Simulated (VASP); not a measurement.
Runs of VASP 6.6.1 on Y2LuN3. The structure is that of space group P-3m1 (No. 164), or close to it. The cells are those of the table. 

```csv
task,cell,k mesh,cutoff (eV),smearing,gap on the mesh (eV),pressure (GPa),largest force (eV/Å)
single point,"a = 3.401, b = 3.401, c = 8.331 Å, angles 90.0, 90.0, 120.0°, 6 atoms",12 × 12 × 4,520,gaussian 0.01 eV,(b),5.4,0.05
single point,"a = 3.435, b = 3.435, c = 8.416 Å, angles 90.0, 90.0, 120.0°, 6 atoms",6 × 6 × 2,520,gaussian 0.1 eV,0.10,(a),0.05
single point,"a = 3.365, b = 3.365, c = 8.245 Å, angles 90.0, 90.0, 120.0°, 6 atoms",12 × 12 × 4,520,gaussian 0.01 eV,none,11.5,0.06
relaxation of shape and atoms at fixed volume,"relaxed from a = 3.365, b = 3.365, c = 8.244 Å, angles 90.0, 90.0, 120.0°, 6 atoms",12 × 12 × 4,600,gaussian 0.01 eV,none,11.6,-
```

Alike in all rows: level PBE; potentials or basis VASP PAW PBE potentials, release 64 (Y_sv, Lu, N); no spin polarisation.

Question: Estimate the missing entries.

Answer: (a) 0.2; (b) 0.03.

Caveats: spin-orbit coupling is left out, which moves the levels of the heavy elements; the cell stands under pressure (at least some runs).

A k mesh can miss the band edges, and the runs leave out spin-orbit coupling on Lu, Y.

A gap of «none» marks levels without a gap at the run's occupations.
